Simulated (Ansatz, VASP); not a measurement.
**Two plane-wave programs on LiCl**

```
Li Cl
1.0
     0.00130    2.57914    2.58276
     5.14170    2.57505   -2.57624
    -5.14769    2.57863   -2.58469
Li Cl
4 4
Direct
  0.99759 0.99923 0.00000
  0.49965 0.49967 0.00017
  0.49973 0.00090 0.50022
  0.99837 0.50067 0.49978
  0.00294 0.24939 0.74982
  0.49836 0.74966 0.75012
  0.50337 0.25026 0.24978
  0.99998 0.75022 0.25011
```

Change from the starting cell: cell x4, atoms moved at random (sigma 0.1 Å) and cell strained at random (1.5 %), then relaxed without symmetry.

Alike in both runs: functional PBE; k mesh 4 × 2 × 2; occupations gaussian, width 0.1 eV; no spin polarisation.

Ansatz relaxed the structure, and its values are those at the end. VASP's run is a single point on that final structure, the one shown.

|  | VASP | Ansatz |
| --- | --- | --- |
| version | VASP 6.6.1 | Ansatz 0.2.0 |
| potentials or method | VASP PAW PBE potentials, release 64 (Li_sv, Cl), cutoff 520 eV | scalar-relativistic, plane waves, PAW |
| valence electrons in the cell | 40 | 40 |

```csv
,VASP,Ansatz,Ansatz less VASP
gap on the k mesh at the Fermi level (eV),6.25,6.24,-0.012
least direct gap on the mesh (eV),6.25,6.24,-0.012
rms of the force components (eV/Å),0.006,0.006,0.0000
```

The functional is the same, so the differences come from potentials, cutoffs and numerics.

The k mesh is coarse, so the values compare programs but aren't converged. Noted on VASP's run: the cutoff is short for stress, so the pressure is rough.
